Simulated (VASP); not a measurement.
Input of a VASP 6.6.1 run:

Contents of INCAR:

```
SYSTEM = Ga
  PREC = Accurate
  ENCUT = 520
  EDIFF = 1E-7
  ISMEAR = 1
  SIGMA = 0.05
  LREAL = .FALSE.
  LASPH = .TRUE.
  NELM = 60
  ALGO = Fast
  ISIF = 2
  LWAVE = .FALSE.
  LCHARG = .FALSE.
  GGA = CA
  NBANDS = 20
```

KPOINTS

```
Automatic mesh
0
G
  11 11 10
  0 0 0
```

File POSCAR:

```
Ga
1.0
    1.4500000000     -4.0650000000      0.0000000000
    1.4500000000      4.0650000000      0.0000000000
    0.0000000000      0.0000000000      3.1700000000
Ga
2
Direct
    0.1426510000      0.8836200000      0.7521610000
    0.8630400000      0.1461870000      0.2619770000
```

Potentials or basis: VASP PAW LDA potentials, release 64 (Ga_d).

Command:

```bash
$ cat potpaw_LDA.64/Ga_d/POTCAR > POTCAR
$ mpirun -np 1 vasp_std > vasp.out
```

Problem. Estimate the pressure.

Solution. -3.7 GPa.

Problem. Predict the largest force.

Solution. 0.035 eV/Å.

Stress tensor (GPa, compression positive):
```
-4.14 -0.04 -0.01
-0.04 -4.37  0.05
-0.01  0.05 -2.62
```

Caveat: the cell stands under tension.
